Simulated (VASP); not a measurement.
# CdH2O2 (P-3m1) in VASP: settings compared

Aim: see how the results for CdH2O2 move with the level of theory and the settings. Levels: PBEsol, r2SCAN. Tasks: single point.

Program: VASP 6.6.1. These are calculated values, not measurements. Logs are shortened: lines on timing, memory, paths and dates and some standing lists are left out, and cuts for length are marked.

### 1 The cell of the first run

Symmetry: P-3m1, No. 164, trigonal system. Conventional cell: a = 3.502 Å, b = 3.502 Å, c = 4.569 Å, α = 90.00°, β = 90.00°, γ = 120.00°. Cd (site symmetry -3m) has 6 O at 2.30 Å and 6 H at 2.89 Å within 3.0 Å. H (site symmetry 3m) has 1 O at 0.97 Å within 1.3 Å. Within 1.3 Å of O (site symmetry 3m) lie 1 H at 0.97 Å.

### 2 Single point, PBEsol

The input, INCAR:

```
ALGO = Normal ; EDIFF = 1E-6
ENCUT = 520 ; GGA = PS
ISIF = 2 ; ISMEAR = 0
LASPH = True ; LCHARG = False
LREAL = False ; LWAVE = False
NBANDS = 21 ; NELM = 60
PREC = Accurate ; SIGMA = 0.01
```

The input, KPOINTS:

```
k-points
0
Gamma
  6 6 4
```

The input, POSCAR:

```
CdH2O2
1.0
    3.5019706991      0.0000000000      0.0000000000
   -1.7509853495      3.0327955887      0.0000000000
    0.0000000000      0.0000000000      4.5691751517
Cd H O
1 2 2
Direct
    0.0000000000      0.0000000000      0.0000000000
    0.6666666667      0.3333333333      0.5468707629
    0.3333333333      0.6666666667      0.4531292371
    0.6666666667      0.3333333333      0.7582065004
    0.3333333333      0.6666666667      0.2417934996
```

Potentials or basis: VASP PAW PBE potentials, release 64 (Cd, H, O).

Run with:

```
$ cat potpaw_PBE.64/Cd/POTCAR potpaw_PBE.64/H/POTCAR potpaw_PBE.64/O/POTCAR > POTCAR
$ mpirun -np 1 vasp_std > vasp.out
```

OUTCAR:

```text
EDIFF = 1E-6
   ENCUT = 520
   GGA = PS
   ISIF = 2
   ISMEAR = 0
   LASPH = True
   LREAL = False
   NELM = 60
   PREC = Accurate

 ion  position               nearest neighbor table
   1  0.000  0.000  0.000-   4 2.30   5 2.30   5 2.30   4 2.30   4 2.30   5 2.30
   2  0.667  0.333  0.547-   4 0.97
   3  0.333  0.667  0.453-   5 0.97
   4  0.667  0.333  0.758-   2 0.97   1 2.30   1 2.30   1 2.30
   5  0.333  0.667  0.242-   3 0.97   1 2.30   1 2.30   1 2.30

  LATTYP: Found a hexagonal cell.
 ALAT       =     3.5019706991
 C/A-ratio  =     1.3047439697

  Lattice vectors:

 A1 = (   3.5019706991,   0.0000000000,   0.0000000000)
 A2 = (  -1.7509853495,   3.0327955887,   0.0000000000)
 A3 = (   0.0000000000,   0.0000000000,   4.5691751517)

Analysis of symmetry for initial positions (statically):
=====================================================================
 Subroutine PRICEL returns:
 Original cell was already a primitive cell.

 Routine SETGRP: Setting up the symmetry group for a
 hexagonal supercell.

 Subroutine GETGRP returns: Found 12 space group operations
 (whereof 12 operations were pure point group operations)
 out of a pool of 24 trial point group operations.

The static configuration has the point symmetry D_3d.

Analysis of symmetry for dynamics (positions and initial velocities):
=====================================================================
 Subroutine PRICEL returns:
 Original cell was already a primitive cell.

 Routine SETGRP: Setting up the symmetry group for a
 hexagonal supercell.

 Subroutine GETGRP returns: Found 12 space group operations
 (whereof 12 operations were pure point group operations)
 out of a pool of 24 trial point group operations.

The dynamic configuration has the point symmetry D_3d.

 Subroutine INISYM returns: Found 12 space group operations
 (whereof 12 operations are pure point group operations),
 and found     1 'primitive' translations

----------------------------------------------------------------------------------------

                                     Primitive cell

  volume of cell :      48.5281

  direct lattice vectors                    reciprocal lattice vectors
     3.501970699  0.000000000  0.000000000     0.285553503  0.164864392  0.000000000
    -1.750985350  3.032795589  0.000000000     0.000000000  0.329728783  0.000000000
     0.000000000  0.000000000  4.569175152     0.000000000  0.000000000  0.218857883

  length of vectors
     3.501970699  3.501970699  4.569175152     0.329728783  0.329728783  0.218857883

  position of ions in fractional coordinates (direct lattice)
     0.000000000  0.000000000  0.000000000
     0.666666667  0.333333333  0.546870763
     0.333333333  0.666666667  0.453129237
     0.666666667  0.333333333  0.758206500
     0.333333333  0.666666667  0.241793500

  ion indices of the primitive-cell ions
   primitive index   ion index
                 1           1
                 2           2
                 3           3
                 4           4
                 5           5

----------------------------------------------------------------------------------------

 KPOINTS: k-points

Automatic generation of k-mesh.
 Grid dimensions read from file:
 generate k-points for:    6    6    4

 Generating k-lattice:

  Cartesian coordinates                     Fractional coordinates (reciprocal lattice)
     0.047592250  0.027477399  0.000000000     0.166666667  0.000000000  0.000000000
     0.000000000  0.054954797  0.000000000     0.000000000  0.166666667  0.000000000
     0.000000000  0.000000000  0.054714471     0.000000000  0.000000000  0.250000000

  Length of vectors
     0.054954797  0.054954797  0.054714471

  Shift w.r.t. Gamma in fractional coordinates (k-lattice)
     0.000000000  0.000000000  0.000000000

 Subroutine IBZKPT returns following result:
 ===========================================

 Found     24 irreducible k-points:

 Following reciprocal coordinates:
            Coordinates               Weight
  0.000000  0.000000  0.000000      1.000000
  0.166667  0.000000  0.000000      6.000000
  0.333333  0.000000  0.000000      6.000000
  0.500000 -0.000000  0.000000      3.000000
  0.166667  0.166667  0.000000      6.000000
  0.333333  0.166667  0.000000     12.000000
[... 16 lines left out ...]
  0.333333  0.166667  0.500000     12.000000
  0.333333  0.333333  0.500000      2.000000
   k-points           NKPTS =     24   k-points in BZ     NKDIM =     24   number of bands    NBANDS=     21
   number of dos      NEDOS =    301   number of ions     NIONS =      5
   total plane-waves  NPLWV =  28224
   dimension x,y,z NGX =    28 NGY =   28 NGZ =   36
   dimension x,y,z NGXF=    56 NGYF=   56 NGZF=   72
   ions per type =               1   2   2
   NGX,Y,Z   is equivalent  to a cutoff of  13.29, 13.29, 13.10 a.u.
   NGXF,Y,Z  is equivalent  to a cutoff of  26.58, 26.58, 26.20 a.u.
 SYSTEM =  unknown system
   PREC   = accura    normal or accurate (medium, high low for compatibility)
   ISTART =      0    job   : 0-new  1-cont  2-samecut
   ICHARG =      2    charge: 1-file 2-atom 10-const
   ISPIN  =      1    spin polarized calculation?
   LNONCOLLINEAR =      F non collinear calculations
   LSORBIT =      F    spin-orbit coupling
   LASPH  =      T    aspherical Exc in radial PAW
   ENCUT  =  520.0 eV  38.22 Ry    6.18 a.u.   6.51  6.51  8.50*2*pi/ulx,y,z
   NELM   =     60;   NELMIN=  2; NELMDL= -5     # of ELM steps
   EDIFF  = 0.1E-05   stopping-criterion for ELM
   LREAL  =      F    real-space projection
   EDIFFG = 0.1E-04   stopping-criterion for IOM
   NSW    =      0    number of steps for IOM
   IBRION =     -1    ionic relax: 0-MD 1-quasi-New 2-CG
   NFREE  =      0    steps in history (QN), initial steepest desc. (CG)
   ISIF   =      2    stress and relaxation
   ISYM   =      2    0-nonsym 1-usesym 2-fastsym
   POTIM  = 0.5000    time-step for ionic-motion
   TEBEG  =    0.0;   TEEND  =   0.0 temperature during run
   PSTRESS=    0.0 pullay stress
   NELECT =      26.0000    total number of electrons
   NUPDOWN=      -1.0000    fix difference up-down
   EMIN   =  10.00;   EMAX   =-10.00  energy-range for DOS
   EFERMI =   0.00;   METHOD = LEGACY
   ISMEAR =     0;   SIGMA  =   0.01  broadening in eV -4-tet -1-fermi 0-gaus
   EFERMI_NEDOS =   21; number of points for ismear=-14 and -15
   IALGO  =     38    algorithm
   IMIX   =      4    mixing-type and parameters
     AMIX     =   0.40;   BMIX     =  1.00
     AMIX_MAG =   1.60;   BMIX_MAG =  1.00
  volume/ion in A,a.u.               =       9.71        65.50
  Fermi-wavevector in a.u.,A,eV,Ry     =   1.329642  2.512659 24.054399  1.767948
  Thomas-Fermi vector in A             =   2.458789
   LORBIT       =      0    0 simple, 1 ext, 2 COOP (PROOUT), +10 PAW based schemes
   GGA     = PS    functional components
   LHFCALC =     F    Hartree Fock is set to
   AEXX    =    0.0000 exact exchange contribution
   IVDW    =     0    specifies the selected vdW correction
   LEPSILON=     F    determine dielectric tensor
   LRPA    =     F    only Hartree local field effects (RPA)
 non-spin polarized calculation
 Gauss-broadening in eV      SIGMA  =   0.01
  energy-cutoff  :      520.00
  volume of cell :       48.53
 maximum number of plane-waves:      1331
 NGX is ok and might be reduce to    28
   NGX = 13   NGY = 13   NGZ = 17

 number of electron      25.9999987 magnetization

 Free energy of the ion-electron system (eV)
  ---------------------------------------------------
  ext. energy  EPLUGINS =         0.00000000
  ---------------------------------------------------
  free energy    TOTEN  =       -23.46734011 eV

  energy without entropy =      -23.46734011  energy(sigma->0) =      -23.46734011

 E-fermi :   0.1751     XC(G=0): -10.3504

 val. band max:        0.0674358371   @ k =   0.5000  -0.0000   0.0000
 cond. band min:       1.6902896885   @ k =   0.0000   0.0000   0.0000
 fundamental gap:      1.6228538514
 Fermi energy:         0.1751145363

 k-point     1 :       0.0000    0.0000    0.0000
  band No.  band energies     occupation
      1     -18.5800      2.00000
      2     -17.4690      2.00000
      3      -7.6736      2.00000
      4      -6.3892      2.00000
      5      -6.3892      2.00000
      6      -5.5917      2.00000
[... 13 lines left out ...]
     20      14.9742      0.00000
     21      17.2863      0.00000

 k-point     2 :       0.1667    0.0000    0.0000
  band No.  band energies     occupation
      1     -18.4692      2.00000
      2     -17.5181      2.00000
      3      -7.4182      2.00000
      4      -6.4175      2.00000
      5      -6.2742      2.00000
      6      -5.6854      2.00000
[... 13 lines left out ...]
     20      15.2674      0.00000
     21      16.3206      0.00000

 k-point     3 :       0.3333    0.0000    0.0000
  band No.  band energies     occupation
      1     -18.2066      2.00000
      2     -17.6484      2.00000
      3      -6.9477      2.00000
      4      -6.2899      2.00000
      5      -6.1179      2.00000
      6      -5.9654      2.00000
[... 13 lines left out ...]
     20      13.7288      0.00000
     21      15.0650      0.00000
[... 457 lines left out ...]
 k-point    23 :       0.3333    0.1667    0.5000
  band No.  band energies     occupation
      1     -17.9790      2.00000
      2     -17.7841      2.00000
      3      -7.0429      2.00000
      4      -6.3729      2.00000
      5      -6.1057      2.00000
      6      -5.8906      2.00000
[... 13 lines left out ...]
     20      15.1222      0.00000
     21      16.0327      0.00000

 k-point    24 :       0.3333    0.3333    0.5000
  band No.  band energies     occupation
      1     -17.8621      2.00000
      2     -17.8621      2.00000
      3      -6.6585      2.00000
      4      -6.6585      2.00000
      5      -5.9899      2.00000
      6      -5.9899      2.00000
[... 13 lines left out ...]
     20      16.7170      0.00000
     21      17.0963      0.00000

------------------------ aborting loop because EDIFF is reached ----------------------------------------

  FORCE on cell =-STRESS in cart. coord.  units (eV):
  Direction    XX          YY          ZZ          XY          YZ          ZX
  --------------------------------------------------------------------------------------
  -------------------------------------------------------------------------------------
  Total        0.2021947      0.2021947      1.4772340      0.0000000      0.0000000      0.0000000
  in kB        6.6755486      6.6755486     48.7715340      0.0000000      0.0000000      0.0000000
  external PRESSURE =      20.7075437 kB  Pullay stress =       0.0000000 kB

 VOLUME and BASIS-vectors are now :
 -----------------------------------------------------------------------------
  energy-cutoff  :      520.00
  volume of cell :       48.53
      direct lattice vectors                 reciprocal lattice vectors
     3.501970699  0.000000000  0.000000000     0.285553503  0.164864392  0.000000000
    -1.750985350  3.032795589  0.000000000     0.000000000  0.329728783  0.000000000
     0.000000000  0.000000000  4.569175152     0.000000000  0.000000000  0.218857883

 POSITION                                       TOTAL-FORCE (eV/Angst)
 -----------------------------------------------------------------------------------
      0.00000      0.00000      0.00000         0.000000      0.000000      0.000000
      1.75099      1.01093      2.49875        -0.000000     -0.000000     -0.728629
     -0.00000      2.02186      2.07043         0.000000     -0.000000      0.728629
      1.75099      1.01093      3.46438        -0.000000      0.000000      0.702693
     -0.00000      2.02186      1.10480         0.000000     -0.000000     -0.702693
 -----------------------------------------------------------------------------------
    total drift:                                0.000000     -0.000000      0.000000

  FREE ENERGIE OF THE ION-ELECTRON SYSTEM (eV)
  ---------------------------------------------------
  free  energy   TOTEN  =       -23.4673401148 eV

  energy  without entropy=      -23.4673401148  energy(sigma->0) =      -23.46734011
```

Wall time 40 s (1 thread of Intel Xeon 8259CL, shared host); peak memory 0.18 GiB.

What came out:

```yaml
Free_energy: -23.4673 eV
Pressure: 2.1 GPa
Largest_force: 0.729 eV/Å
Band_gap_on_the_k_mesh: 1.62 eV (least direct gap 2.00 eV)
```

Forces in eV/Å, atoms in the order of the input:
```
Cd   0.000  0.000  0.000
H    0.000  0.000 -0.729
H    0.000  0.000  0.729
O    0.000  0.000  0.703
O    0.000  0.000 -0.703
```

Levels at points of the mesh, in eV from the valence-band top:
| k point | band 10 | band 11 | band 12 | band 13 | band 14 | band 15 | band 16 | band 17 |
| --- | --- | --- | --- | --- | --- | --- | --- | --- |
| (0.00, 0.00, 0.00) | -1.12 | -1.12 | -0.38 | -0.38 | 1.62 | 6.05 | 10.26 | 12.82 |
| (0.50, 0.00, 0.00) | -2.97 | -2.56 | -2.34 | 0.00 | 6.41 | 6.53 | 8.80 | 10.48 |
| (0.00, 0.00, 0.50) | -1.38 | -1.38 | -0.07 | -0.07 | 4.28 | 4.41 | 11.02 | 11.50 |
| (0.50, 0.00, 0.50) | -2.47 | -2.06 | -1.84 | -0.53 | 6.04 | 6.94 | 9.13 | 9.36 |

Caveat: the PAW data sets were made with another functional, which shifts forces and pressure a little.

### 3 Single point, PBEsol

The input, INCAR:

```
ALGO = Normal
EDIFF = 1E-6
ENCUT = 520
GGA = PS
ISIF = 2
ISMEAR = -1
LASPH = True
LCHARG = False
LREAL = False
LWAVE = False
NBANDS = 21
NELM = 60
PREC = Accurate
SIGMA = 0.5
```

KPOINTS is that of step 2.

POSCAR is that of step 2.

Potentials or basis: VASP PAW PBE potentials, release 64 (Cd, H, O).

Run with:

```
$ cat potpaw_PBE.64/Cd/POTCAR potpaw_PBE.64/H/POTCAR potpaw_PBE.64/O/POTCAR > POTCAR
$ mpirun -np 1 vasp_std > vasp.out
```

Run time: 47 s. Hardware: 1 thread of Intel Xeon 8259CL, shared host; peak memory 0.18 GiB.

Results (log left out):

```
Free energy            : -23.5009 eV
Pressure               : 2.5 GPa
Largest force          : 0.770 eV/Å
Band gap on the k mesh : 1.63 eV (least direct gap 2.01 eV)
```

Forces on the atoms (eV/Å):
```
Cd   0.000  0.000  0.000
H    0.000  0.000 -0.770
H    0.000  0.000  0.770
O    0.000  0.000  0.738
O    0.000  0.000 -0.738
```

Stress tensor (GPa, compression positive):
```
1.02 0.00 0.00
0.00 1.02 0.00
0.00 0.00 5.31
```

Levels at points of the mesh, in eV from the valence-band top:
```tsv
k point	band 9	band 10	band 11	band 12	band 13	band 14	band 15	band 16	band 17	band 18
(0.00, 0.00, 0.00)	-4.24	-1.12	-1.12	-0.38	-0.38	1.63	6.07	10.27	12.83	12.83
(0.50, 0.00, 0.00)	-3.66	-2.96	-2.55	-2.34	0.00	6.42	6.54	8.81	10.49	11.21
(0.00, 0.00, 0.50)	-4.91	-1.38	-1.38	-0.07	-0.07	4.29	4.42	11.03	11.51	12.79
(0.50, 0.00, 0.50)	-4.09	-2.47	-2.05	-1.83	-0.53	6.05	6.95	9.14	9.37	10.46
```

Caveat: the smearing spreads over this small gap; so wide a smearing shifts energies and pressures; the PAW data sets were made with another functional, which shifts forces and pressure a little. A k mesh can miss the band edges.

(Part 1 of 2 ends here.)

The gap in the log of VASP goes by the Fermi energy; the results here count the filled bands.